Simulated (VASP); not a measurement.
# TePb (Fm-3m) in VASP: single point with r2SCAN

Aim: the single point of TePb with r2SCAN.

Everything below comes from runs of VASP 6.6.1. Logs are shortened: lines on timing, memory, paths and dates and some standing lists are left out, and cuts for length are marked.

### Step 1. The cell of the first run

It takes space group Fm-3m (No. 225, cubic). Conventional cell: a = 6.536 Å, b = 6.536 Å, c = 6.536 Å, α = 90.00°, β = 90.00°, γ = 90.00°. Within 4.3 Å of Te (site symmetry m-3m) lie 6 Pb at 3.27 Å. Within 4.3 Å of Pb (site symmetry m-3m) lie 6 Te at 3.27 Å.

### Step 2. Single point, r2SCAN

Input file POSCAR:

```
TePb
1.0
    0.0000000000      3.2678424844      3.2678424844
    3.2678424844      0.0000000000      3.2678424844
    3.2678424844      3.2678424844      0.0000000000
Te Pb
1 1
Direct
    0.5000000000      0.5000000000      0.5000000000
    0.0000000000      0.0000000000      0.0000000000
```

Input file INCAR.step1:

```
PREC = Accurate
ENCUT = 520
ISMEAR = -1
SIGMA = 0.08
LREAL = F
LASPH = T
NELM = 100
NBANDS = 17
GGA = PE
ALGO = Normal
EDIFF = 1E-4
LWAVE = T
LCHARG = F
```

Input file INCAR.step2:

```
PREC = Accurate
ENCUT = 520
EDIFF = 1E-6
ISMEAR = -1
SIGMA = 0.08
LREAL = F
LASPH = T
NELM = 100
ALGO = Normal
ISIF = 2
LWAVE = F
LCHARG = T
METAGGA = R2SCAN
LMIXTAU = T
LELF = T
LVHAR = T
NBANDS = 17
ISTART = 1
```

Input file KPOINTS:

```
regular mesh
0
Gamma
  14 14 14
```

Potentials or basis: VASP PAW PBE potentials, release 64 (Te, Pb_d).

Launch:

```
> cat potpaw_PBE.64/Te/POTCAR potpaw_PBE.64/Pb_d/POTCAR > POTCAR
> cp INCAR.step1 INCAR
> mpirun -np 1 vasp_std > vasp.out
> cp INCAR.step2 INCAR
> mpirun -np 1 vasp_std > vasp.out
```

OUTCAR:

```text
PREC = Accurate
   ENCUT = 520
   EDIFF = 1E-6
   ISMEAR = -1
   LREAL = F
   LASPH = T
   NELM = 100
   ISIF = 2
   METAGGA = R2SCAN
   ISTART = 1

 ion  position               nearest neighbor table
   1  0.500  0.500  0.500-   2 3.27   2 3.27   2 3.27   2 3.27   2 3.27   2 3.27
   2  0.000  0.000  0.000-   1 3.27   1 3.27   1 3.27   1 3.27   1 3.27   1 3.27

  LATTYP: Found a face centered cubic cell.
 ALAT       =     6.5356849688

  Lattice vectors:

 A1 = (   0.0000000000,   3.2678424844,   3.2678424844)
 A2 = (   3.2678424844,   0.0000000000,   3.2678424844)
 A3 = (   3.2678424844,   3.2678424844,   0.0000000000)

Analysis of symmetry for initial positions (statically):
=====================================================================
 Subroutine PRICEL returns:
 Original cell was already a primitive cell.

 Routine SETGRP: Setting up the symmetry group for a
 face centered cubic supercell.

 Subroutine GETGRP returns: Found 48 space group operations
 (whereof 48 operations were pure point group operations)
 out of a pool of 48 trial point group operations.

The static configuration has the point symmetry O_h .

Analysis of symmetry for dynamics (positions and initial velocities):
=====================================================================
 Subroutine PRICEL returns:
 Original cell was already a primitive cell.

 Routine SETGRP: Setting up the symmetry group for a
 face centered cubic supercell.

 Subroutine GETGRP returns: Found 48 space group operations
 (whereof 48 operations were pure point group operations)
 out of a pool of 48 trial point group operations.

The dynamic configuration has the point symmetry O_h .

 Subroutine INISYM returns: Found 48 space group operations
 (whereof 48 operations are pure point group operations),
 and found     1 'primitive' translations

----------------------------------------------------------------------------------------

                                     Primitive cell

  volume of cell :      69.7932

  direct lattice vectors                    reciprocal lattice vectors
     0.000000000  3.267842484  3.267842484    -0.153006151  0.153006151  0.153006151
     3.267842484  0.000000000  3.267842484     0.153006151 -0.153006151  0.153006151
     3.267842484  3.267842484  0.000000000     0.153006151  0.153006151 -0.153006151
[... 74 lines left out ...]
 SYSTEM =  unknown system
   PREC   = accura    normal or accurate (medium, high low for compatibility)
   ISTART =      1    job   : 0-new  1-cont  2-samecut
   ICHARG =      0    charge: 1-file 2-atom 10-const
   ISPIN  =      1    spin polarized calculation?
   LNONCOLLINEAR =      F non collinear calculations
   LSORBIT =      F    spin-orbit coupling
   LASPH  =      T    aspherical Exc in radial PAW
   ENCUT  =  520.0 eV  38.22 Ry    6.18 a.u.   8.59  8.59  8.59*2*pi/ulx,y,z
   NELM   =    100;   NELMIN=  2; NELMDL=  0     # of ELM steps
   EDIFF  = 0.1E-05   stopping-criterion for ELM
   LREAL  =      F    real-space projection
   EDIFFG = 0.1E-04   stopping-criterion for IOM
   NSW    =      0    number of steps for IOM
   IBRION =     -1    ionic relax: 0-MD 1-quasi-New 2-CG
   NFREE  =      0    steps in history (QN), initial steepest desc. (CG)
   ISIF   =      2    stress and relaxation
   ISYM   =      2    0-nonsym 1-usesym 2-fastsym
   POTIM  = 0.5000    time-step for ionic-motion
   TEBEG  =    0.0;   TEEND  =   0.0 temperature during run
   PSTRESS=    0.0 pullay stress
   NELECT =      20.0000    total number of electrons
   NUPDOWN=      -1.0000    fix difference up-down
   EMIN   =  10.00;   EMAX   =-10.00  energy-range for DOS
   EFERMI =   0.00;   METHOD = LEGACY
   ISMEAR =    -1;   SIGMA  =   0.08  broadening in eV -4-tet -1-fermi 0-gaus
   EFERMI_NEDOS =   21; number of points for ismear=-14 and -15
   IALGO  =     38    algorithm
   IMIX   =      4    mixing-type and parameters
     AMIX     =   0.40;   BMIX     =  1.00
     AMIX_MAG =   1.60;   BMIX_MAG =  1.00
  volume/ion in A,a.u.               =      34.90       235.49
  Fermi-wavevector in a.u.,A,eV,Ry     =   1.079312  2.039604 15.849626  1.164915
  Thomas-Fermi vector in A             =   2.215274
   LORBIT       =      0    0 simple, 1 ext, 2 COOP (PROOUT), +10 PAW based schemes
   METAGGA = R2SCAN    functional components
   LHFCALC =     F    Hartree Fock is set to
   AEXX    =    0.0000 exact exchange contribution
   IVDW    =     0    specifies the selected vdW correction
   LEPSILON=     F    determine dielectric tensor
   LRPA    =     F    only Hartree local field effects (RPA)
 non-spin polarized calculation
  energy-cutoff  :      520.00
  volume of cell :       69.79
 maximum number of plane-waves:      1899
   NGX = 17   NGY = 17   NGZ = 17

 number of electron      20.0000002 magnetization

 Free energy of the ion-electron system (eV)
  ---------------------------------------------------
  ext. energy  EPLUGINS =         0.00000000
  ---------------------------------------------------
  free energy    TOTEN  =       -82.70637845 eV

  energy without entropy =      -82.70636127  energy(sigma->0) =      -82.70636986

 E-fermi :   5.6440     XC(G=0):  -9.6527

 val. band max:        5.0672409006   @ k =   0.5000   0.0000   0.0000
 cond. band min:       6.1602921395   @ k =   0.5000   0.0000   0.0000
 fundamental gap:      1.0930512389
 Fermi energy:         5.6439909814

 k-point     1 :       0.0000    0.0000    0.0000
  band No.  band energies     occupation
      1     -12.2475      2.00000
      2     -12.2475      2.00000
      3     -12.2385      2.00000
      4     -12.2385      2.00000
      5     -12.2385      2.00000
      6      -7.1537      2.00000
[... 457 lines left out ...]
      4     -12.2302      2.00000
      5     -12.2284      2.00000
      6      -6.5372      2.00000
[... 9 lines left out ...]
     16      13.4138      0.00000
     17      14.8139      0.00000

 [... further k-points ...]
[... 5 lines left out ...]
  --------------------------------------------------------------------------------------
  -------------------------------------------------------------------------------------
  Total       -0.0162240     -0.0162240     -0.0162240      0.0000000      0.0000000     -0.0000000
  in kB       -0.3724389     -0.3724389     -0.3724389      0.0000000      0.0000000     -0.0000000
  external PRESSURE =      -0.3724389 kB  Pullay stress =       0.0000000 kB

 VOLUME and BASIS-vectors are now :
 -----------------------------------------------------------------------------
  energy-cutoff  :      520.00
  volume of cell :       69.79
      direct lattice vectors                 reciprocal lattice vectors
     0.000000000  3.267842484  3.267842484    -0.153006151  0.153006151  0.153006151
     3.267842484  0.000000000  3.267842484     0.153006151 -0.153006151  0.153006151
     3.267842484  3.267842484  0.000000000     0.153006151  0.153006151 -0.153006151

 POSITION                                       TOTAL-FORCE (eV/Angst)
 -----------------------------------------------------------------------------------
      3.26784      3.26784      3.26784        -0.000000      0.000000     -0.000000
      0.00000      0.00000      0.00000         0.000000      0.000000      0.000000
 -----------------------------------------------------------------------------------
    total drift:                               -0.000000      0.000000      0.000000

  FREE ENERGIE OF THE ION-ELECTRON SYSTEM (eV)
  ---------------------------------------------------
  free  energy   TOTEN  =       -82.7063784544 eV

  energy  without entropy=      -82.7063612719  energy(sigma->0) =      -82.70636986
```

OUTCAR.step1:

```text
PREC = Accurate
   ENCUT = 520
   ISMEAR = -1
   LREAL = F
   LASPH = T
   NELM = 100
[... 698 lines left out ...]
 -----------------------------------------------------------------------------------
      3.26784      3.26784      3.26784        -0.000000      0.000000     -0.000000
      0.00000      0.00000      0.00000         0.000000      0.000000      0.000000
 -----------------------------------------------------------------------------------
    total drift:                               -0.000000      0.000000      0.000000

  FREE ENERGIE OF THE ION-ELECTRON SYSTEM (eV)
  ---------------------------------------------------
  free  energy   TOTEN  =        -7.5209997540 eV

  energy  without entropy=       -7.5209100863  energy(sigma->0) =       -7.52095492
```

OSZICAR.step1:

```text
N       E                     dE             d eps       ncg     rms          rms(c)
DAV:   1     0.149812727340E+03    0.14981E+03   -0.90278E+03  3552   0.112E+03
DAV:   2     0.275933456947E+01   -0.14705E+03   -0.14231E+03  3714   0.288E+02
DAV:   3    -0.737829567179E+01   -0.10138E+02   -0.10080E+02  4587   0.830E+01
DAV:   4    -0.764780762303E+01   -0.26951E+00   -0.26938E+00  4554   0.152E+01
DAV:   5    -0.765774559455E+01   -0.99380E-02   -0.99375E-02  4955   0.258E+00    0.308E+00
DAV:   6    -0.752238547958E+01    0.13536E+00   -0.30328E-01  5124   0.371E+00    0.188E+00
DAV:   7    -0.751891320968E+01    0.34723E-02   -0.87718E-02  4342   0.139E+00    0.903E-01
DAV:   8    -0.752118833437E+01   -0.22751E-02   -0.10639E-02  4330   0.104E+00    0.158E-01
DAV:   9    -0.752095327483E+01    0.23506E-03   -0.16638E-03  5004   0.421E-01    0.680E-02
DAV:  10    -0.752099975404E+01   -0.46479E-04   -0.17850E-04  3765   0.968E-02
   1 F= -.75209998E+01 E0= -.75209549E+01  d E =-.896678E-04
```

It took 9.8 min on 1 thread of Intel Xeon 8259CL, shared host; peak memory 0.3 GiB.

Results:

```
Free energy            : -82.7064 eV
Pressure               : 0.0 GPa
Band gap on the k mesh : 1.09 eV
```

Levels at points of the mesh, in eV from the valence-band top:
| k point | band 8 | band 9 | band 10 | band 11 | band 12 | band 13 |
| --- | --- | --- | --- | --- | --- | --- |
| (0.00, 0.00, 0.00) | -1.35 | -1.35 | -1.35 | 4.32 | 4.32 | 4.32 |
| (0.50, 0.00, 0.00) | -0.90 | -0.90 | 0.00 | 1.09 | 1.51 | 1.51 |
| (0.50, 0.50, 0.00) | -4.41 | -2.76 | -2.76 | 3.74 | 5.71 | 5.71 |

Caveat: the PAW data sets were made with another functional, which shifts forces and pressure a little; spin-orbit coupling is left out, which moves the levels of the heavy elements.
